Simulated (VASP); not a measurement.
# Hf (Pm-3m) in VASP: further runs, part 2 of 2

VASP 6.6.1. The steps go on from the part before.

### Step 3. Single point, r2SCAN (22.44 Å³/atom)

This run uses another cell than the first one, of 22.44 Å³/atom.

POSCAR

```
Hf
1.0
    2.8205724983      0.0000000000      0.0000000000
    0.0000000000      2.8205724983      0.0000000000
    0.0000000000      0.0000000000      2.8205724983
Hf
1
Direct
    0.0000000000      0.0000000000      0.0000000000
```

INCAR.step1

```
PREC = Accurate
ENCUT = 520
ISMEAR = -1
SIGMA = 0.1
LREAL = False
LASPH = True
NELM = 80
NBANDS = 11
GGA = PE
ALGO = Normal
EDIFF = 1E-4
LWAVE = True
LCHARG = False
```

INCAR.step2

```
PREC = Accurate
ENCUT = 520
EDIFF = 1E-7
ISMEAR = -1
SIGMA = 0.1
LREAL = False
LASPH = True
NELM = 80
ALGO = Normal
ISIF = 2
LWAVE = False
LCHARG = True
METAGGA = R2SCAN
LMIXTAU = True
LELF = True
LVHAR = True
NBANDS = 11
ISTART = 1
```

KPOINTS

```
regular mesh
0
Gamma
  12 12 12
```

Potentials or basis: VASP PAW PBE potentials, release 64 (Hf_pv).

Command:

```bash
> cat potpaw_PBE.64/Hf_pv/POTCAR > POTCAR
> cp INCAR.step1 INCAR
> mpirun -np 1 vasp_std > vasp.out
> cp INCAR.step2 INCAR
> mpirun -np 1 vasp_std > vasp.out
```

It took 47 s on 1 thread of Intel Xeon Platinum 8259CL at 2.50GHz (Skylake/Cascade Lake), shared host; peak memory 0.16 GiB.

The run converged. Its results:

- Free energy: -43.9175 eV
- Pressure: 7.0 GPa
- Band gap on the k mesh: zero (bands 5 and 6 overlap by 2.81 eV)

Levels at points of the mesh, in eV from the Fermi level:
```csv
k point,band 2,band 3,band 4,band 5,band 6,band 7,band 8,band 9
"(0.00, 0.00, 0.00)",-30.80,-30.80,-7.15,-1.78,-1.78,7.57,7.57,7.57
"(0.50, 0.00, 0.00)",-30.68,-30.68,-3.29,-0.72,-0.21,3.57,3.57,7.99
"(0.50, 0.50, 0.00)",-31.90,-30.57,-3.46,-0.58,4.44,4.44,5.11,5.11
"(0.50, 0.50, 0.50)",-31.73,-31.73,-1.56,-1.56,-1.56,7.16,10.26,10.26
```

Caveat: the cell stands under pressure; the PAW data sets were made with another functional, which shifts forces and pressure a little; spin-orbit coupling is left out, which moves the levels of the heavy elements.

### Step 4. Single point, r2SCAN (23.42 Å³/atom)

This run uses another cell than the first one, of 23.42 Å³/atom.

POSCAR

```
Hf
1.0
    2.8608718357      0.0000000000      0.0000000000
    0.0000000000      2.8608718357      0.0000000000
    0.0000000000      0.0000000000      2.8608718357
Hf
1
Direct
    0.0000000000      0.0000000000      0.0000000000
```

INCAR.step1

```
PREC = Accurate ; ENCUT = 520
ISMEAR = -1 ; SIGMA = 0.1
LREAL = F ; LASPH = T
NELM = 100 ; NBANDS = 11
GGA = PE ; ALGO = Normal
EDIFF = 1E-4 ; LWAVE = T
LCHARG = F
```

INCAR.step2

```
PREC = Accurate ; ENCUT = 520
EDIFF = 1E-7 ; ISMEAR = -1
SIGMA = 0.1 ; LREAL = F
LASPH = T ; NELM = 100
ALGO = Normal ; ISIF = 2
LWAVE = F ; LCHARG = F
METAGGA = R2SCAN ; LMIXTAU = T
NBANDS = 11 ; ISTART = 1
```

KPOINTS

```
Automatic mesh
0
Gamma
  12 12 12
```

Command:

```bash
> cat potpaw_PBE.64/Hf_pv/POTCAR > POTCAR
> cp INCAR.step1 INCAR
> mpirun -np 1 vasp_std > vasp.out
> cp INCAR.step2 INCAR
> mpirun -np 1 vasp_std > vasp.out
```

Run time: 47 s. Hardware: 1 thread of Intel Xeon Platinum 8259CL at 2.50GHz (Skylake/Cascade Lake), shared host; peak memory 0.15 GiB.

The run converged. Its results:

```
Free energy            : -43.9478 eV
Pressure               : 3.0 GPa
Band gap on the k mesh : zero (bands 5 and 6 overlap by 2.64 eV)
```

Levels at points of the mesh, in eV from the Fermi level:
```tsv
k point	band 1	band 2	band 3	band 4	band 5	band 6	band 7	band 8	band 9	band 10
(0.00, 0.00, 0.00)	-30.93	-30.93	-30.93	-7.02	-1.67	-1.67	7.26	7.26	7.26	12.08
(0.50, 0.00, 0.00)	-32.07	-30.83	-30.83	-3.27	-0.65	-0.28	3.49	3.49	7.66	10.63
(0.50, 0.50, 0.00)	-31.91	-31.91	-30.73	-3.22	-0.59	4.31	4.31	4.83	4.83	9.51
(0.50, 0.50, 0.50)	-31.76	-31.76	-31.76	-1.40	-1.40	-1.40	7.17	9.78	9.78	11.03
```

Caveat: the cell stands under pressure; the PAW data sets were made with another functional, which shifts forces and pressure a little; spin-orbit coupling is left out, which moves the levels of the heavy elements.

### Step 5. Single point, r2SCAN (24.39 Å³/atom)

This run uses another cell than the first one, of 24.39 Å³/atom.

POSCAR

```
Hf
1.0
    2.9000667314      0.0000000000      0.0000000000
    0.0000000000      2.9000667314      0.0000000000
    0.0000000000      0.0000000000      2.9000667314
Hf
1
Direct
    0.0000000000      0.0000000000      0.0000000000
```

INCAR.step1

```
ALGO = Normal
EDIFF = 1E-4
ENCUT = 520
GGA = PE
ISMEAR = -1
LASPH = True
LCHARG = False
LREAL = False
LWAVE = True
NBANDS = 11
NELM = 80
PREC = Accurate
SIGMA = 0.1
```

INCAR.step2

```
ALGO = Normal
EDIFF = 1E-7
ENCUT = 520
ISIF = 2
ISMEAR = -1
ISTART = 1
LASPH = True
LCHARG = False
LMIXTAU = True
LREAL = False
LWAVE = False
METAGGA = R2SCAN
NBANDS = 11
NELM = 80
PREC = Accurate
SIGMA = 0.1
```

KPOINTS

```
k-points
0
Gamma
  12 12 12
```

Command:

```bash
> cat potpaw_PBE.64/Hf_pv/POTCAR > POTCAR
> cp INCAR.step1 INCAR
> mpirun -np 1 vasp_std > vasp.out
> cp INCAR.step2 INCAR
> mpirun -np 1 vasp_std > vasp.out
```

Wall time 48 s (1 thread of Intel Xeon Platinum 8259CL at 2.50GHz (Skylake/Cascade Lake), shared host); peak memory 0.16 GiB.

It converged, with:

```yaml
Free_energy: -43.9559 eV
Pressure: -0.3 GPa
Band_gap_on_the_k_mesh: zero (bands 5 and 6 overlap by 2.50 eV)
```

Levels at points of the mesh, in eV from the Fermi level:
| k point | band 1 | band 2 | band 3 | band 4 | band 5 | band 6 | band 7 | band 8 | band 9 | band 10 |
| --- | --- | --- | --- | --- | --- | --- | --- | --- | --- | --- |
| (0.00, 0.00, 0.00) | -31.05 | -31.05 | -31.05 | -6.90 | -1.56 | -1.56 | 6.97 | 6.97 | 6.97 | 11.97 |
| (0.50, 0.00, 0.00) | -32.06 | -30.97 | -30.97 | -3.24 | -0.59 | -0.34 | 3.42 | 3.42 | 7.35 | 10.14 |
| (0.50, 0.50, 0.00) | -31.92 | -31.92 | -30.88 | -3.01 | -0.61 | 4.19 | 4.19 | 4.58 | 4.58 | 9.09 |
| (0.50, 0.50, 0.50) | -31.80 | -31.80 | -31.80 | -1.26 | -1.26 | -1.26 | 7.18 | 9.34 | 9.34 | 10.47 |

Caveat: the PAW data sets were made with another functional, which shifts forces and pressure a little; spin-orbit coupling is left out, which moves the levels of the heavy elements.

### Step 6. Single point, r2SCAN (25.37 Å³/atom)

This run uses another cell than the first one, of 25.37 Å³/atom.

POSCAR

```
Hf
1.0
    2.9382298806      0.0000000000      0.0000000000
    0.0000000000      2.9382298806      0.0000000000
    0.0000000000      0.0000000000      2.9382298806
Hf
1
Direct
    0.0000000000      0.0000000000      0.0000000000
```

INCAR.step1

```
SYSTEM = Hf
PREC = Accurate
ENCUT = 520
ISMEAR = -1
SIGMA = 0.1
LREAL = .FALSE.
LASPH = .TRUE.
NELM = 80
NBANDS = 11
GGA = PE
ALGO = Normal
EDIFF = 1E-4
LWAVE = .TRUE.
LCHARG = .FALSE.
```

INCAR.step2

```
SYSTEM = Hf
PREC = Accurate
ENCUT = 520
EDIFF = 1E-7
ISMEAR = -1
SIGMA = 0.1
LREAL = .FALSE.
LASPH = .TRUE.
NELM = 80
ALGO = Normal
ISIF = 2
LWAVE = .FALSE.
LCHARG = .FALSE.
METAGGA = R2SCAN
LMIXTAU = .TRUE.
NBANDS = 11
ISTART = 1
```

KPOINTS

```
Automatic mesh
0
G
  12 12 12
  0 0 0
```

Potentials or basis: VASP PAW PBE potentials, release 64 (Hf_pv).

Command:

```bash
> cat potpaw_PBE.64/Hf_pv/POTCAR > POTCAR
> cp INCAR.step1 INCAR
> mpirun -np 1 vasp_std > vasp.out
> cp INCAR.step2 INCAR
> mpirun -np 1 vasp_std > vasp.out
```

It took 51 s on 1 thread of Intel Xeon Platinum 8259CL at 2.50GHz (Skylake/Cascade Lake), shared host; peak memory 0.16 GiB.

It converged, with:

* Free energy: -43.9451 eV
* Pressure: -3.1 GPa
* Band gap on the k mesh: zero (bands 5 and 6 overlap by 2.38 eV)

Levels at points of the mesh, in eV from the Fermi level:
| k point | band 3 | band 4 | band 5 | band 6 | band 7 | band 8 |
| --- | --- | --- | --- | --- | --- | --- |
| (0.00, 0.00, 0.00) | -31.18 | -6.77 | -1.46 | -1.46 | 6.71 | 6.71 |
| (0.50, 0.00, 0.00) | -31.10 | -3.22 | -0.54 | -0.39 | 3.34 | 3.34 |
| (0.50, 0.50, 0.00) | -31.02 | -2.81 | -0.62 | 4.07 | 4.07 | 4.36 |
| (0.50, 0.50, 0.50) | -31.84 | -1.13 | -1.13 | -1.13 | 7.18 | 8.93 |

Caveat: the cell stands under tension; the PAW data sets were made with another functional, which shifts forces and pressure a little; spin-orbit coupling is left out, which moves the levels of the heavy elements.

### Step 7. Overview

| cell | gap on the mesh (eV) | pressure (GPa) |
| --- | --- | --- |
| a = 2.779 Å, 1 atom | none | 11.7 |
| a = 2.821 Å, 1 atom | none | 7.0 |
| a = 2.861 Å, 1 atom | none | 3.0 |
| a = 2.900 Å, 1 atom | none | -0.3 |
| a = 2.938 Å, 1 atom | none | -3.1 |

Alike in all rows: task single point; level r2SCAN; potentials or basis VASP PAW PBE potentials, release 64 (Hf_pv); no spin polarisation; k mesh 12 × 12 × 12; cutoff (eV) 520; smearing fermi-dirac 0.1 eV.

Caveats: the PAW data sets were made with another functional, which shifts forces and pressure a little; spin-orbit coupling is left out, which moves the levels of the heavy elements; the cell stands under pressure (at least some runs); the cell stands under tension (at least some runs).

Absolute energies hang on the potentials; compare differences alone.
